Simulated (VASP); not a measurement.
Runs of VASP 6.6.1 on MgO. The structure is hexagonal, space group P6_3/mmc (No. 194). Conventional cell: a = 2.923 Å, b = 2.923 Å, c = 5.092 Å, α = 90.00°, β = 90.00°, γ = 120.00°. Within 2.8 Å of Mg (site symmetry -3m) lie 6 O at 2.11 Å and 2 Mg at 2.55 Å. O (site symmetry -6m2) has 6 Mg at 2.11 Å within 2.8 Å. 

| level | k mesh | smearing | gap on the mesh (eV) | pressure (GPa) |
| --- | --- | --- | --- | --- |
| PBE | 8 × 8 × 1 | gaussian 0.01 eV | 4.48 | (c) |
| PBE | 2 × 2 × 2 | gaussian 0.01 eV | (b) | 7.5 |
| PBE | 9 × 9 × 4 | fermi-dirac 0.2 eV | 4.46 | 4.7 |
| PBEsol | 9 × 9 × 4 | gaussian 0.01 eV | 4.36 | (a) |

Alike in all rows: task single point; potentials or basis VASP PAW PBE potentials, release 64 (Mg, O); no spin polarisation; cell as given; cutoff (eV) 600.

Question: Fill in the values left out.

Answer: (a) 0.6; (b) 4.31; (c) 3.8.

Caveats: some runs use coarse meshes; the PAW data sets were made with another functional, which shifts forces and pressure a little (some runs).

